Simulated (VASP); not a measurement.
Input of a VASP 6.6.1 run:

The input INCAR:

```
SYSTEM = Cd
ALGO     = Normal         ! electronic algorithm
EDIFF    = 1E-8           ! SCF threshold, eV
ENCUT    = 520            ! plane-wave cutoff, eV
GGA      = PE             ! functional
ISIF     = 2              ! what is computed and relaxed
ISMEAR   = -1             ! smearing method
LASPH    = .True.         ! aspherical terms in the spheres
LCHARG   = .False.        ! write CHGCAR
LEFG     = .True.       
LREAL    = .False.        ! projectors in reciprocal space
LWAVE    = .False.        ! write WAVECAR
NBANDS   = 19             ! bands
NELM     = 80             ! most SCF steps
PREC     = Accurate       ! precision mode
SIGMA    = 0.05           ! smearing width, eV
```

KPOINTS

```
k-points
0
Gamma
  14 14 7
  0 0 0
```

The input POSCAR:

```
Cd
1.0
    3.0180726944      0.0000000000      0.0000000000
   -1.5090363471      2.6137276237      0.0000000000
    0.0000000000      0.0000000000      5.6915749249
Cd
2
Direct
    0.3333333333      0.6666666667      0.2500000000
    0.6666666667      0.3333333333      0.7500000000
```

Potentials or basis: VASP PAW PBE potentials, release 64 (Cd).

The run is started by

```bash
$ cat potpaw_PBE.64/Cd/POTCAR > POTCAR
$ mpirun -np 1 vasp_std > vasp.out
```

Q: Estimate the pressure.

A: 1.1 GPa.

Q: Predict the band gap on the k mesh.

A: Zero (band 12 reaches 3.99 eV, above the bottom of band 13 at -0.16 eV).

Electric field gradients, principal values (V/Å²):
| atom | least | middle | greatest (by size) |
| --- | --- | --- | --- |
| 1 Cd | -37.911 | -37.911 | 75.822 |
| 2 Cd | -37.911 | -37.911 | 75.822 |

Caveat: without QUAD_EFG the Cq values of the log hold for a quadrupole moment of 1 mb, not for the nuclei.
